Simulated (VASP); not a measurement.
Runs of VASP 6.6.1 on KF. The structure is that of space group F-43m (No. 216), or close to it. The cells are those of the table. The cell was built from a structure type or drawn by symmetry, and may not be a known phase.

```tsv
task	cell	k mesh	cutoff (eV)	smearing	gap on the mesh (eV)	pressure (GPa)	relaxed volume (Å³/atom)
relaxation of cell and atoms	relaxed from a = 4.225 Å, angles 60.0°, 2 atoms	8 × 8 × 8	600	gaussian 0.02 eV	5.05	0.0	26.33
single point	a = 4.225 Å, angles 60.0°, 2 atoms	4 × 4 × 4	520	gaussian 0.15 eV	5.02	-0.2	-
single point	a = 4.225 Å, angles 60.0°, 2 atoms	6 × 6 × 6	600	gaussian 0.1 eV	5.02	-0.3	-
single point	a = 4.208 Å, angles 60.0°, 2 atoms	8 × 8 × 8	520	gaussian 0.02 eV	5.05	0.0	-
relaxation of cell and atoms	relaxed from a = 4.277 Å, angles 60.0°, 2 atoms	4 × 4 × 4	600	gaussian 0.15 eV	5.05	0.0	(a)
```

Alike in all rows: level PBE; potentials or basis VASP PAW PBE potentials, release 64 (K_sv, F); no spin polarisation.

Fill in the values left out.

(a) 26.32.

Caveats: some runs use coarse meshes.

A k mesh can miss the band edges.
